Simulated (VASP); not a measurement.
# CaO (I4/mmm) in VASP: single point with PBE

Aim: the single point of CaO with PBE.

All numbers are computed with VASP 6.6.1; they aren't measurements. Logs are shortened: lines on timing, memory, paths and dates and some standing lists are left out, and cuts for length are marked.

## (1) The cell of the first run

Symmetry: I4/mmm, No. 139, tetragonal system. The conventional cell has a = 3.394 Å, b = 3.394 Å, c = 4.850 Å, α = 90.00°, β = 90.00°, γ = 90.00°. Ca (site symmetry 4/mmm) has 6 O at 2.40 to 2.42 Å within 3.2 Å. O (site symmetry 4/mmm) has 6 Ca at 2.40 to 2.42 Å within 3.2 Å.

## (2) Single point, PBE

INCAR

```
SYSTEM = CaO
PREC = Accurate ; ENCUT = 600
EDIFF = 1E-6 ; ISMEAR = 0
SIGMA = 0.01 ; LREAL = .False.
LASPH = .True. ; NELM = 120
ALGO = Normal ; ISIF = 2
LWAVE = .False. ; LCHARG = .False.
GGA = PE ; NBANDS = 24
GGA_COMPAT = .False.
```

KPOINTS

```
regular mesh
0
Gamma
  4 4 4
  0 0 0
```

POSCAR

```
CaO
1.0
    3.3935878115      0.0000000000      0.0000000000
    0.0000000000      3.3935878115      0.0000000000
    0.0000000000      0.0000000000      4.8499181696
Ca O
2 2
Direct
    0.0000000000      0.0000000000      0.0000000000
    0.5000000000      0.5000000000      0.5000000000
    0.5000000000      0.5000000000      0.0000000000
    0.0000000000      0.0000000000      0.5000000000
```

Potentials or basis: VASP PAW PBE potentials, release 64 (Ca_sv, O).

Run with:

```console
> cat potpaw_PBE.64/Ca_sv/POTCAR potpaw_PBE.64/O/POTCAR > POTCAR
> mpirun -np 1 vasp_std > vasp.out
```

OUTCAR:

```text
SYSTEM = CaO
   PREC = Accurate
   ENCUT = 600
   EDIFF = 1E-6
   ISMEAR = 0
   LREAL = .False.
   LASPH = .True.
   NELM = 120
   ISIF = 2
   GGA = PE

 ion  position               nearest neighbor table
   1  0.000  0.000  0.000-   3 2.40   3 2.40   3 2.40   3 2.40   4 2.42   4 2.42
   2  0.500  0.500  0.500-   4 2.40   4 2.40   4 2.40   4 2.40   3 2.42   3 2.42
   3  0.500  0.500  0.000-   1 2.40   1 2.40   1 2.40   1 2.40   2 2.42   2 2.42
   4  0.000  0.000  0.500-   2 2.40   2 2.40   2 2.40   2 2.40   1 2.42   1 2.42

  LATTYP: Found a simple tetragonal cell.
 ALAT       =     3.3935878115
 C/A-ratio  =     1.4291417930

  Lattice vectors:

 A1 = (   3.3935878115,   0.0000000000,   0.0000000000)
 A2 = (   0.0000000000,   3.3935878115,   0.0000000000)
 A3 = (   0.0000000000,   0.0000000000,   4.8499181696)

Analysis of symmetry for initial positions (statically):
=====================================================================
 Subroutine PRICEL returns following result:

  LATTYP: Found a body centered tetragonal cell.
 ALAT       =     3.3935878115
 C/A-ratio  =     1.4291417930

  Lattice vectors:

 A1 = (   1.6967939058,  -1.6967939058,  -2.4249590848)
 A2 = (  -1.6967939058,   1.6967939058,  -2.4249590848)
 A3 = (   1.6967939058,   1.6967939058,   2.4249590848)

   2 primitive cells build up your supercell.

 Routine SETGRP: Setting up the symmetry group for a
 simple tetragonal supercell.

 Subroutine GETGRP returns: Found 16 space group operations
 (whereof 16 operations were pure point group operations)
 out of a pool of 16 trial point group operations.

The static configuration has the point symmetry D_4h.

Analysis of symmetry for dynamics (positions and initial velocities):
=====================================================================
 Subroutine PRICEL returns following result:

  LATTYP: Found a body centered tetragonal cell.
 ALAT       =     3.3935878115
 C/A-ratio  =     1.4291417930

  Lattice vectors:

 A1 = (   1.6967939058,  -1.6967939058,  -2.4249590848)
 A2 = (  -1.6967939058,   1.6967939058,  -2.4249590848)
 A3 = (   1.6967939058,   1.6967939058,   2.4249590848)

   2 primitive cells build up your supercell.

 Routine SETGRP: Setting up the symmetry group for a
 simple tetragonal supercell.

 Subroutine GETGRP returns: Found 16 space group operations
 (whereof 16 operations were pure point group operations)
 out of a pool of 16 trial point group operations.

The dynamic configuration has the point symmetry D_4h.

 Subroutine INISYM returns: Found 16 space group operations
 (whereof 16 operations are pure point group operations),
 and found     2 'primitive' translations

----------------------------------------------------------------------------------------

                                     Primitive cell

  volume of cell :      27.9269

  direct lattice vectors                    reciprocal lattice vectors
     1.696793906 -1.696793906 -2.424959085     0.294673383  0.000000000 -0.206189046
    -1.696793906  1.696793906 -2.424959085     0.000000000  0.294673383 -0.206189046
     1.696793906  1.696793906  2.424959085     0.294673383  0.294673383  0.000000000

  length of vectors
     3.411545937  3.411545937  3.411545937     0.359647501  0.359647501  0.416731094

  position of ions in fractional coordinates (direct lattice)
     0.000000000  0.000000000  0.000000000
     0.500000000  0.500000000  0.000000000

  ion indices of the primitive-cell ions
   primitive index   ion index
                 1           1
                 2           4

----------------------------------------------------------------------------------------

 KPOINTS: regular mesh

Automatic generation of k-mesh.
 Grid dimensions read from file:
 generate k-points for:    4    4    4

 Generating k-lattice:

  Cartesian coordinates                     Fractional coordinates (reciprocal lattice)
     0.073668346  0.000000000  0.000000000     0.250000000  0.000000000  0.000000000
     0.000000000  0.073668346  0.000000000     0.000000000  0.250000000  0.000000000
     0.000000000  0.000000000  0.051547261     0.000000000  0.000000000  0.250000000

  Length of vectors
     0.073668346  0.073668346  0.051547261

  Shift w.r.t. Gamma in fractional coordinates (k-lattice)
     0.000000000  0.000000000  0.000000000

 Subroutine IBZKPT returns following result:
 ===========================================

 Found     18 irreducible k-points:

 Following reciprocal coordinates:
            Coordinates               Weight
  0.000000  0.000000  0.000000      1.000000
  0.250000  0.000000  0.000000      4.000000
  0.500000  0.000000  0.000000      2.000000
  0.250000  0.250000  0.000000      4.000000
  0.500000  0.250000  0.000000      4.000000
  0.500000  0.500000  0.000000      1.000000
[... 10 lines left out ...]
  0.500000  0.250000  0.500000      4.000000
  0.500000  0.500000  0.500000      1.000000
   k-points           NKPTS =     18   k-points in BZ     NKDIM =     18   number of bands    NBANDS=     24
   number of dos      NEDOS =    301   number of ions     NIONS =      4
   total plane-waves  NPLWV =  31360
   dimension x,y,z NGX =    28 NGY =   28 NGZ =   40
   dimension x,y,z NGXF=    56 NGYF=   56 NGZF=   80
   ions per type =               2   2
   NGX,Y,Z   is equivalent  to a cutoff of  13.72, 13.72, 13.71 a.u.
   NGXF,Y,Z  is equivalent  to a cutoff of  27.43, 27.43, 27.42 a.u.
 SYSTEM =  CaO
   PREC   = accura    normal or accurate (medium, high low for compatibility)
   ISTART =      0    job   : 0-new  1-cont  2-samecut
   ICHARG =      2    charge: 1-file 2-atom 10-const
   ISPIN  =      1    spin polarized calculation?
   LNONCOLLINEAR =      F non collinear calculations
   LSORBIT =      F    spin-orbit coupling
   LASPH  =      T    aspherical Exc in radial PAW
   ENCUT  =  600.0 eV  44.10 Ry    6.64 a.u.   6.78  6.78  9.69*2*pi/ulx,y,z
   NELM   =    120;   NELMIN=  2; NELMDL= -5     # of ELM steps
   EDIFF  = 0.1E-05   stopping-criterion for ELM
   LREAL  =      F    real-space projection
   EDIFFG = 0.1E-04   stopping-criterion for IOM
   NSW    =      0    number of steps for IOM
   IBRION =     -1    ionic relax: 0-MD 1-quasi-New 2-CG
   NFREE  =      0    steps in history (QN), initial steepest desc. (CG)
   ISIF   =      2    stress and relaxation
   ISYM   =      2    0-nonsym 1-usesym 2-fastsym
   POTIM  = 0.5000    time-step for ionic-motion
   TEBEG  =    0.0;   TEEND  =   0.0 temperature during run
   PSTRESS=    0.0 pullay stress
   NELECT =      32.0000    total number of electrons
   NUPDOWN=      -1.0000    fix difference up-down
   EMIN   =  10.00;   EMAX   =-10.00  energy-range for DOS
   EFERMI =   0.00;   METHOD = LEGACY
   ISMEAR =     0;   SIGMA  =   0.01  broadening in eV -4-tet -1-fermi 0-gaus
   EFERMI_NEDOS =   21; number of points for ismear=-14 and -15
   IALGO  =     38    algorithm
   IMIX   =      4    mixing-type and parameters
     AMIX     =   0.40;   BMIX     =  1.00
     AMIX_MAG =   1.60;   BMIX_MAG =  1.00
  volume/ion in A,a.u.               =      13.96        94.23
  Fermi-wavevector in a.u.,A,eV,Ry     =   1.359692  2.569446 25.153948  1.848763
  Thomas-Fermi vector in A             =   2.486418
   LORBIT       =      0    0 simple, 1 ext, 2 COOP (PROOUT), +10 PAW based schemes
   GGA     = PE    functional components
   LHFCALC =     F    Hartree Fock is set to
   AEXX    =    0.0000 exact exchange contribution
   IVDW    =     0    specifies the selected vdW correction
   LEPSILON=     F    determine dielectric tensor
   LRPA    =     F    only Hartree local field effects (RPA)
 non-spin polarized calculation
 Gauss-broadening in eV      SIGMA  =   0.01
  energy-cutoff  :      600.00
  volume of cell :       55.85
 maximum number of plane-waves:      1884
 NGX is ok and might be reduce to    28
   NGX = 13   NGY = 13   NGZ = 19

 number of electron      31.9999991 magnetization

 Free energy of the ion-electron system (eV)
  ---------------------------------------------------
  ext. energy  EPLUGINS =         0.00000000
  ---------------------------------------------------
  free energy    TOTEN  =       -25.60597545 eV

  energy without entropy =      -25.60597545  energy(sigma->0) =      -25.60597545

 E-fermi :   2.4876     XC(G=0): -10.4454

 val. band max:        2.3248775732   @ k =   0.0000   0.0000   0.0000
 cond. band min:       5.9421984655   @ k =   0.5000   0.5000   0.0000
 fundamental gap:      3.6173208922
 Fermi energy:         2.4875632535

 k-point     1 :       0.0000    0.0000    0.0000
  band No.  band energies     occupation
      1     -35.3463      2.00000
      2     -35.2191      2.00000
      3     -16.7076      2.00000
      4     -16.3284      2.00000
      5     -16.3284      2.00000
      6     -16.1203      2.00000
[... 16 lines left out ...]
     23      10.0664      0.00000
     24      10.3068      0.00000

 k-point     2 :       0.2500    0.0000    0.0000
  band No.  band energies     occupation
      1     -35.3101      2.00000
      2     -35.2198      2.00000
      3     -16.6667      2.00000
      4     -16.6048      2.00000
      5     -16.5467      2.00000
      6     -16.2678      2.00000
[... 16 lines left out ...]
     23      10.7155      0.00000
     24      10.8135      0.00000

 k-point     3 :       0.5000    0.0000    0.0000
  band No.  band energies     occupation
      1     -35.2470      2.00000
      2     -35.2470      2.00000
      3     -16.9266      2.00000
      4     -16.9266      2.00000
      5     -16.3788      2.00000
      6     -16.3788      2.00000
[... 16 lines left out ...]
     23      10.6231      0.00000
     24      10.6231      0.00000
[... 352 lines left out ...]
 k-point    17 :       0.5000    0.2500    0.5000
  band No.  band energies     occupation
      1     -35.2301      2.00000
      2     -35.2301      2.00000
      3     -16.9776      2.00000
      4     -16.9776      2.00000
      5     -16.3465      2.00000
      6     -16.3465      2.00000
[... 16 lines left out ...]
     23      11.2552      0.00000
     24      11.2552      0.00000

 k-point    18 :       0.5000    0.5000    0.5000
  band No.  band energies     occupation
      1     -35.2141      2.00000
      2     -35.2141      2.00000
      3     -16.5264      2.00000
      4     -16.5264      2.00000
      5     -16.5264      2.00000
      6     -16.5264      2.00000
[... 16 lines left out ...]
     23      11.8526      0.00000
     24      11.8526      0.00000

------------------------ aborting loop because EDIFF is reached ----------------------------------------

  FORCE on cell =-STRESS in cart. coord.  units (eV):
  Direction    XX          YY          ZZ          XY          YZ          ZX
  --------------------------------------------------------------------------------------
  -------------------------------------------------------------------------------------
  Total        0.7202752      0.7202752      0.1412992      0.0000000     -0.0000000     -0.0000000
  in kB       20.6612425     20.6612425      4.0531976      0.0000000     -0.0000000     -0.0000000
  external PRESSURE =      15.1252275 kB  Pullay stress =       0.0000000 kB

 VOLUME and BASIS-vectors are now :
 -----------------------------------------------------------------------------
  energy-cutoff  :      600.00
  volume of cell :       55.85
      direct lattice vectors                 reciprocal lattice vectors
     3.393587812  0.000000000  0.000000000     0.294673383  0.000000000  0.000000000
     0.000000000  3.393587812  0.000000000     0.000000000  0.294673383  0.000000000
     0.000000000  0.000000000  4.849918170     0.000000000  0.000000000  0.206189046

 POSITION                                       TOTAL-FORCE (eV/Angst)
 -----------------------------------------------------------------------------------
      0.00000      0.00000      0.00000         0.000000      0.000000      0.000000
      1.69679      1.69679      2.42496        -0.000000     -0.000000     -0.000000
      1.69679      1.69679      0.00000         0.000000      0.000000      0.000000
      0.00000      0.00000      2.42496         0.000000      0.000000      0.000000
 -----------------------------------------------------------------------------------
    total drift:                                0.000000      0.000000      0.000000

  FREE ENERGIE OF THE ION-ELECTRON SYSTEM (eV)
  ---------------------------------------------------
  free  energy   TOTEN  =       -25.6059754470 eV

  energy  without entropy=      -25.6059754470  energy(sigma->0) =      -25.60597545
```

Wall time 56 s (1 thread of Intel Xeon 8259CL, shared host); peak memory 0.18 GiB.

What came out:

* Free energy: -25.6060 eV
* Pressure: 1.5 GPa
* Band gap on the k mesh: 3.62 eV

Stress tensor (GPa, compression positive):
```
2.07 0.00 0.00
0.00 2.07 0.00
0.00 0.00 0.41
```

Caveat: the k points lie up to 0.46 Å⁻¹ apart.
